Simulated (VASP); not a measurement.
Wanted: the native input for a VASP 6.6.1 run.

| Item | Value |
| --- | --- |
| Task | single point |
| Functional | PBE |
| Dispersion | D3(BJ) |
| Potentials or basis | VASP PAW PBE potentials, release 64 (Cd, S) |
| Cutoff | 520 eV |
| k mesh | 6 × 6 × 6 |
| Occupations | methfessel-paxton, width 0.1 eV |
| Spin | no spin polarisation |
| Dipole correction | no |
| Further INCAR settings | ALGO = Normal; EDIFF = 1e-07; NBANDS = 16 |

The structure of CdS (Hawleyite) lies in POSCAR:

```
CdS
1.0
    0.0000000000      2.9406043989      2.9406043989
    2.9406043989      0.0000000000      2.9406043989
    2.9406043989      2.9406043989      0.0000000000
Cd S
1 1
Direct
    0.0000000000      0.0000000000      0.0000000000
    0.2500000000      0.2500000000      0.2500000000
```

These files were run (other wordings do the same):

INCAR

```
  PREC = Accurate
  ENCUT = 520
  EDIFF = 1E-7
  ISMEAR = 1
  SIGMA = 0.1
  LREAL = False
  LASPH = True
  NELM = 80
  ALGO = Normal
  ISIF = 2
  LWAVE = False
  LCHARG = False
  GGA = PE
  IVDW = 12
  NBANDS = 16
```

KPOINTS

```
Automatic mesh
0
Gamma
  6 6 6
```

Potentials or basis: VASP PAW PBE potentials, release 64 (Cd, S).

Launch:

```sh
$ cat potpaw_PBE.64/Cd/POTCAR potpaw_PBE.64/S/POTCAR > POTCAR
$ mpirun -np 1 vasp_std > vasp.out
```

Results of the run:

- Pressure: -0.5 GPa
- Band gap on the k mesh: 1.09 eV, direct
- Dispersion energy per atom: -0.298 eV

Run time: 9.4 s on 1 thread of Intel Xeon 6975P-C (shared host), peak memory 0.18 GiB.
